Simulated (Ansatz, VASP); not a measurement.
W: VASP beside Ansatz

INCAR

```
SYSTEM = W
PREC     = Accurate       ! precision mode
ENCUT    = 600            ! plane-wave cutoff, eV
EDIFF    = 1E-7           ! SCF threshold, eV
ISMEAR   = 0              ! smearing method
SIGMA    = 0.1            ! smearing width, eV
LREAL    = .FALSE.        ! projectors in reciprocal space
LASPH    = .TRUE.         ! aspherical terms in the spheres
NELM     = 100            ! most SCF steps
ALGO     = Fast           ! electronic algorithm
ISIF     = 3              ! what is computed and relaxed
LWAVE    = .FALSE.        ! write WAVECAR
LCHARG   = .FALSE.        ! write CHGCAR
GGA      = PE             ! functional
IBRION   = 2              ! ionic algorithm
NSW      = 80             ! ionic steps
EDIFFG   = -0.003         ! ionic threshold
```

File KPOINTS:

```
Automatic mesh
0
G
  48 48 48
  0 0 0
```

The input POSCAR:

```
W
1.0
   -1.5850000000      1.5850000000      1.5850000000
    1.5850000000     -1.5850000000      1.5850000000
    1.5850000000      1.5850000000     -1.5850000000
W
1
Direct
    0.0000000000      0.0000000000      0.0000000000
```

Input for Ansatz:

```yaml
crystal:
  lattice:
    - [-1.585, 1.585, 1.585]
    - [1.585, -1.585, 1.585]
    - [1.585, 1.585, -1.585]
  atoms:
    - { symbol: W, position: [0.0, 0.0, 0.0] }
scf:
  occupations: { method: gaussian, width: 0.1 }
output:
  forces: true
  stress: true
  eigenvalues: true
  write_density: true
  write_potential: true
  elf: true
  volumetric_format: npy
kpoints:
  mp_grid: { grid: [48, 48, 48] }
hamiltonian:
  xc: pbe
relax:
  f_tol: 0.003
  max_steps: 60
  cell: { stress_tol: 0.02 }
```

Alike in both runs: task relaxation of cell and atoms; functional PBE; k mesh 48 × 48 × 48; occupations gaussian, width 0.1 eV; no spin polarisation.

|  | VASP | Ansatz |
| --- | --- | --- |
| version | VASP 6.6.1 | Ansatz 0.2.0 |
| potentials or method | VASP PAW PBE potentials, release 64 (W_sv) | scalar-relativistic, plane waves, PAW |
| plane-wave cutoff (eV) | 600 | 420 |
| valence electrons in the cell | 14 | 14 |

|  | VASP | Ansatz | Ansatz less VASP |
| --- | --- | --- | --- |
| gap on the k mesh at the Fermi level, each at its own relaxed structure (eV) | none | none | - |
| relaxed volume (Å³/atom) | 16.16 | 16.13 | -0.030 |
| relaxed length of the cell vector where the two differ most in proportion (Å) | 2.759 | 2.757 | -0.0017 |

A gap of «none» marks a metal or a gap that the smearing closes.

Neither program's run includes spin-orbit coupling.
